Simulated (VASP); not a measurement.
# TiSi2 (Fddd) in VASP: further runs, part 2 of 2

VASP 6.6.1. The steps go on from the part before.

**3. Electric field gradients, PBE (volume scaled by 0.98)**

Input file INCAR:

```
SYSTEM = TiSi2
ALGO = Normal ; EDIFF = 1E-8
ENCUT = 520 ; GGA = PE
ISIF = 2 ; ISMEAR = -1
LASPH = .True. ; LCHARG = .False.
LEFG = .True. ; LREAL = .False.
LWAVE = .False. ; NBANDS = 29
NELM = 80 ; PREC = Accurate
SIGMA = 0.08
```

Input file KPOINTS:

```
k-points
0
Gamma
  8 8 8
  0 0 0
```

Input file POSCAR:

```
TiSi2
1.0
    0.0000000000      4.0903615834      4.2328984671
    2.3704827389      0.0000000000      4.2328984671
    2.3704827389      4.0903615834      0.0000000000
Ti Si
2 4
Direct
    0.7500000000      0.7500000000      0.7500000000
    0.5000000000      0.5000000000      0.5000000000
    0.0830000000      0.4170000000      0.0830000000
    0.4170000000      0.0830000000      0.4170000000
    0.1670000000      0.8330000000      0.1670000000
    0.8330000000      0.1670000000      0.8330000000
```

Potentials or basis: VASP PAW PBE potentials, release 64 (Ti_sv, Si).

Launch:

```
$ cat potpaw_PBE.64/Ti_sv/POTCAR potpaw_PBE.64/Si/POTCAR > POTCAR
$ mpirun -np 1 vasp_std > vasp.out
```

OUTCAR:

```text
SYSTEM = TiSi2
   EDIFF = 1E-8
   ENCUT = 520
   GGA = PE
   ISIF = 2
   ISMEAR = -1
   LASPH = .True.
   LREAL = .False.
   NELM = 80
   PREC = Accurate

 ion  position               nearest neighbor table
   1  0.750  0.750  0.750-   6 2.52   5 2.52   6 2.52   5 2.52   3 2.72   4 2.72   4 2.74   4 2.74
                             3 2.74   3 2.74
   2  0.500  0.500  0.500-   3 2.52   4 2.52   3 2.52   4 2.52   5 2.72   6 2.72   5 2.74   5 2.74
                             6 2.74   6 2.74
   3  0.083  0.417  0.083-   2 2.52   2 2.52   5 2.52   5 2.52   1 2.72   4 2.73   4 2.73   4 2.73
                             1 2.74   1 2.74
   4  0.417  0.083  0.417-   2 2.52   2 2.52   6 2.52   6 2.52   1 2.72   3 2.73   3 2.73   3 2.73
                             1 2.74   1 2.74
   5  0.167  0.833  0.167-   1 2.52   1 2.52   3 2.52   3 2.52   2 2.72   6 2.73   6 2.73   6 2.73
                             2 2.74   2 2.74
   6  0.833  0.167  0.833-   1 2.52   1 2.52   4 2.52   4 2.52   2 2.72   5 2.73   5 2.73   5 2.73
                             2 2.74   2 2.74

  LATTYP: Found a face centered orthorhombic cell.
 ALAT       =     4.7409654778
 B/A-ratio  =     1.7255394930
 C/A-ratio  =     1.7856693903

  Lattice vectors:

 A1 = (   0.0000000000,   4.0903615834,   4.2328984671)
 A2 = (   2.3704827389,   0.0000000000,   4.2328984671)
 A3 = (   2.3704827389,   4.0903615834,   0.0000000000)

[... 990 lines left out ...]

  FREE ENERGIE OF THE ION-ELECTRON SYSTEM (eV)
  ---------------------------------------------------
  free  energy   TOTEN  =       -40.6668795138 eV

  energy  without entropy=      -40.6245908926  energy(sigma->0) =      -40.64573520

 Electric field gradients (V/A^2)
---------------------------------------------------------------------
 ion       V_xx      V_yy      V_zz      V_xy      V_xz      V_yz
---------------------------------------------------------------------
   1      -2.614    10.326    -7.712    -0.002    -0.000     0.000
   2      -2.614    10.326    -7.712    -0.002    -0.000     0.000
   3       1.288    13.116   -14.404    -0.000    27.300     0.000
   4       1.287    13.117   -14.404    -0.000   -27.301    -0.000
   5       1.288    13.116   -14.404    -0.000    27.300     0.000
   6       1.287    13.117   -14.404    -0.000   -27.301    -0.000
---------------------------------------------------------------------

 Electric field gradients after diagonalization (V/A^2)
 (convention: |V_zz| > |V_xx| > |V_yy|)
----------------------------------------------------------------------
 ion       V_xx      V_yy      V_zz     asymmetry (V_yy - V_xx)/ V_zz
----------------------------------------------------------------------
   1      -7.712    -2.614    10.326       0.494
   2      -7.712    -2.614    10.326       0.494
   3      21.847    13.116   -34.964       0.250
   4      21.847    13.117   -34.964       0.250
   5      21.847    13.116   -34.964       0.250
   6      21.847    13.117   -34.964       0.250
----------------------------------------------------------------------

           NMR quadrupolar parameters

 Cq : quadrupolar parameter    Cq=e*Q*V_zz/h
 eta: asymmetry parameters     (V_yy - V_xx)/ V_zz
 Q  : nuclear electric quadrupole moment in mb (millibarn)
----------------------------------------------------------------------
 ion       Cq(MHz)       eta       Q (mb)
----------------------------------------------------------------------
   1       0.025       0.494       1.000
   2       0.025       0.494       1.000
   3      -0.085       0.250       1.000
   4      -0.085       0.250       1.000
   5      -0.085       0.250       1.000
   6      -0.085       0.250       1.000
----------------------------------------------------------------------
```

OSZICAR:

```text
N       E                     dE             d eps       ncg     rms          rms(c)
DAV:   1     0.393640381143E+03    0.39364E+03   -0.18856E+04  5510   0.147E+03
DAV:   2     0.242027852900E+01   -0.39122E+03   -0.38013E+03  5540   0.433E+02
DAV:   3    -0.406752743123E+02   -0.43096E+02   -0.42239E+02  9208   0.121E+02
DAV:   4    -0.439143390712E+02   -0.32391E+01   -0.32218E+01  7783   0.297E+01
DAV:   5    -0.441163645286E+02   -0.20203E+00   -0.20196E+00  8430   0.641E+00    0.193E+01
DAV:   6    -0.412383223033E+02    0.28780E+01   -0.29852E+01  7809   0.398E+01    0.688E+00
DAV:   7    -0.407402774536E+02    0.49804E+00   -0.55825E+00  7427   0.178E+01    0.539E+00
DAV:   8    -0.406788035226E+02    0.61474E-01   -0.70098E-01  7627   0.665E+00    0.126E+00
DAV:   9    -0.406660499756E+02    0.12754E-01   -0.13086E-01  7434   0.304E+00    0.519E-01
DAV:  10    -0.406670813502E+02   -0.10314E-02   -0.55811E-03  7414   0.552E-01    0.228E-01
DAV:  11    -0.406669993148E+02    0.82035E-04   -0.45585E-03  8469   0.507E-01    0.154E-01
DAV:  12    -0.406668809492E+02    0.11837E-03   -0.94580E-04  7598   0.245E-01    0.141E-02
DAV:  13    -0.406668801682E+02    0.78095E-06   -0.22274E-05  7029   0.407E-02    0.146E-02
DAV:  14    -0.406668795864E+02    0.58182E-06   -0.23204E-06  7346   0.130E-02    0.324E-03
DAV:  15    -0.406668794309E+02    0.15554E-06   -0.74866E-07  8039   0.619E-03    0.544E-04
DAV:  16    -0.406668794576E+02   -0.26739E-07   -0.45296E-08  6715   0.144E-03    0.572E-04
DAV:  17    -0.406668795065E+02   -0.48893E-07   -0.42370E-09  4141   0.572E-04    0.227E-04
DAV:  18    -0.406668795138E+02   -0.73278E-08   -0.20508E-09  3989   0.292E-04
   1 F= -.40666880E+02 E0= -.40645735E+02  d E =-.422886E-01
```

stdout:

```text
POSCAR found type information on POSCAR TiSi
 POSCAR found :  2 types and       6 ions
 scaLAPACK will be used
 LDA part: xc-table for (Slater+PW92), standard interpolation
 POSCAR, INCAR and KPOINTS ok, starting setup
 FFT: planning ... GRIDC
 FFT: planning ... GRID_SOFT
 FFT: planning ... GRID
 WAVECAR not read
 entering main loop
ion   1

ion   2

ion   3

ion   4

ion   5

ion   6
```

Run time: 4.2 min. Hardware: 1 thread of Intel Xeon Platinum 8488C (Sapphire Rapids), shared host; peak memory 0.35 GiB.

What came out:

| Item | Value |
| --- | --- |
| Free energy | -40.6669 eV |
| Pressure | 5.5 GPa |
| Largest force | 0.209 eV/Å |
| Band gap on the k mesh | zero (band 20 reaches 11.18 eV, above the bottom of band 21 at 9.30 eV) |

Forces in eV/Å, atoms in the order of the input:
```
Ti   0.000  0.000  0.000
Ti   0.000  0.000  0.000
Si   0.000  0.209  0.000
Si   0.000 -0.209  0.000
Si   0.000 -0.209  0.000
Si   0.000  0.209  0.000
```

Stress tensor (GPa, compression positive):
```
6.03 0.00 0.00
0.00 4.62 0.00
0.00 0.00 5.81
```

Electric field gradients, principal values (V/Å²):
```csv
atom,least,middle,greatest (by size)
1 Ti,-2.614,-7.712,10.326
2 Ti,-2.614,-7.712,10.326
3 Si,13.116,21.847,-34.964
4 Si,13.117,21.847,-34.964
5 Si,13.116,21.847,-34.964
6 Si,13.117,21.847,-34.964
```

Caveat: without QUAD_EFG the Cq values of the log hold for a quadrupole moment of 1 mb, not for the nuclei.

**4. Electric field gradients, PBE (volume scaled by 0.98)**

Input file INCAR:

```
PREC = Accurate ; ENCUT = 520
EDIFF = 1E-8 ; ISMEAR = -1
SIGMA = 0.08 ; LREAL = False
LASPH = True ; NELM = 100
ALGO = Normal ; ISIF = 2
LWAVE = False ; LCHARG = False
GGA = PE ; LEFG = True
NBANDS = 29
```

Input file KPOINTS:

```
regular mesh
0
Gamma
  8 8 8
```

POSCAR is that of step 3.

Potentials or basis: VASP PAW PBE potentials, release 64 (Ti_sv, Si).

Launch:

```
$ cat potpaw_PBE.64/Ti_sv/POTCAR potpaw_PBE.64/Si/POTCAR > POTCAR
$ mpirun -np 1 vasp_std > vasp.out
```

OUTCAR:

```text
PREC = Accurate
   ENCUT = 520
   EDIFF = 1E-8
   ISMEAR = -1
   LREAL = False
   LASPH = True
   NELM = 100
   ISIF = 2
   GGA = PE

 ion  position               nearest neighbor table
   1  0.750  0.750  0.750-   6 2.52   5 2.52   6 2.52   5 2.52   3 2.72   4 2.72   4 2.74   4 2.74
                             3 2.74   3 2.74
   2  0.500  0.500  0.500-   3 2.52   4 2.52   3 2.52   4 2.52   5 2.72   6 2.72   5 2.74   5 2.74
                             6 2.74   6 2.74
   3  0.083  0.417  0.083-   2 2.52   2 2.52   5 2.52   5 2.52   1 2.72   4 2.73   4 2.73   4 2.73
                             1 2.74   1 2.74
   4  0.417  0.083  0.417-   2 2.52   2 2.52   6 2.52   6 2.52   1 2.72   3 2.73   3 2.73   3 2.73
                             1 2.74   1 2.74
   5  0.167  0.833  0.167-   1 2.52   1 2.52   3 2.52   3 2.52   2 2.72   6 2.73   6 2.73   6 2.73
                             2 2.74   2 2.74
   6  0.833  0.167  0.833-   1 2.52   1 2.52   4 2.52   4 2.52   2 2.72   5 2.73   5 2.73   5 2.73
                             2 2.74   2 2.74
[... 1020 lines left out ...]

 Electric field gradients after diagonalization (V/A^2)
 (convention: |V_zz| > |V_xx| > |V_yy|)
----------------------------------------------------------------------
 ion       V_xx      V_yy      V_zz     asymmetry (V_yy - V_xx)/ V_zz
----------------------------------------------------------------------
   1      -7.712    -2.614    10.326       0.494
   2      -7.712    -2.614    10.326       0.494
   3      21.847    13.116   -34.964       0.250
   4      21.847    13.117   -34.964       0.250
   5      21.847    13.116   -34.964       0.250
   6      21.847    13.117   -34.964       0.250
----------------------------------------------------------------------

           NMR quadrupolar parameters

 Cq : quadrupolar parameter    Cq=e*Q*V_zz/h
 eta: asymmetry parameters     (V_yy - V_xx)/ V_zz
 Q  : nuclear electric quadrupole moment in mb (millibarn)
----------------------------------------------------------------------
 ion       Cq(MHz)       eta       Q (mb)
----------------------------------------------------------------------
   1       0.025       0.494       1.000
   2       0.025       0.494       1.000
   3      -0.085       0.250       1.000
   4      -0.085       0.250       1.000
   5      -0.085       0.250       1.000
   6      -0.085       0.250       1.000
----------------------------------------------------------------------
```

Run time: 4.2 min. Hardware: 1 thread of Intel Xeon Platinum 8488C (Sapphire Rapids), shared host; peak memory 0.35 GiB.

What came out:

```yaml
Free_energy: -40.6669 eV
Pressure: 5.5 GPa
Largest_force: 0.209 eV/Å
Band_gap_on_the_k_mesh: zero (band 20 reaches 11.18 eV, above the bottom of band 21 at 9.30 eV)
```

Forces in eV/Å, atoms in the order of the input:
```
Ti   0.000  0.000  0.000
Ti   0.000  0.000  0.000
Si   0.000  0.209  0.000
Si   0.000 -0.209  0.000
Si   0.000 -0.209  0.000
Si   0.000  0.209  0.000
```

Electric field gradients, principal values (V/Å²):
| atom | least | middle | greatest (by size) |
| --- | --- | --- | --- |
| 1 Ti | -2.614 | -7.712 | 10.326 |
| 2 Ti | -2.614 | -7.712 | 10.326 |
| 3 Si | 13.116 | 21.847 | -34.964 |
| 4 Si | 13.117 | 21.847 | -34.964 |
| 5 Si | 13.116 | 21.847 | -34.964 |
| 6 Si | 13.117 | 21.847 | -34.964 |

Caveat: without QUAD_EFG the Cq values of the log hold for a quadrupole moment of 1 mb, not for the nuclei.
